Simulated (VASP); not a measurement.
Input of a VASP 6.6.1 run:

The input INCAR:

```
SYSTEM = Pt
ALGO = Normal ; EDIFF = 1E-6
EDIFFG = -0.01 ; ENCUT = 600
GGA = PE ; IBRION = 2
ISIF = 3 ; ISMEAR = -1
LASPH = .True. ; LCHARG = .False.
LREAL = .False. ; LWAVE = .False.
NELM = 100 ; NSW = 60
PREC = Accurate ; PSTRESS = 300.0
SIGMA = 0.05
```

KPOINTS

```
k-points
0
Gamma
  11 11 6
  0 0 0
```

The input POSCAR:

```
Pt
1.0
    2.7606656158      0.0000000000      0.0000000000
   -1.3803328079      2.3908065546      0.0000000000
    0.0000000000      0.0000000000      4.7921340000
Pt
2
Direct
    0.3333333333      0.6666666667      0.2500000000
    0.6666666667      0.3333333333      0.7500000000
```

Potentials or basis: VASP PAW PBE potentials, release 64 (Pt).

The run is started by

```console
$ cat potpaw_PBE.64/Pt/POTCAR > POTCAR
$ mpirun -np 1 vasp_std > vasp.out
```

Task: What does it give for the relaxed volume?

Result: 14.30 Å³/atom.

Task: What does it give for the band gap on the k mesh?

Result: Zero (band 10 reaches 12.72 eV, above the bottom of band 11 at 11.33 eV).

Task: What does it give for the space group after relaxing (to 0.05 Å)?

Result: P6_3/mmc (No. 194).

The path:
```tsv
step	energy change (eV)	largest force (eV/Å)	pressure (GPa)	volume (Å³)
1	0.0000	0.0000	-1.01	31.63
2	9.2633	0.0000	403.21	19.58
3	0.1670	0.0000	24.22	29.08
4	0.2063	0.0000	27.39	28.83
5	0.2421	0.0000	30.14	28.63
6	0.2314	0.0000	29.36	28.69
7	0.2364	0.0000	29.59	28.63
8	0.2341	0.0000	29.50	28.64
9	0.2628	0.0000	31.62	28.49
10	0.2412	0.0000	30.03	28.60
```

Caveat: the cell is relaxed towards a set pressure, so the enthalpy falls and the energy may rise; spin-orbit coupling is left out, which moves the levels of the heavy elements.
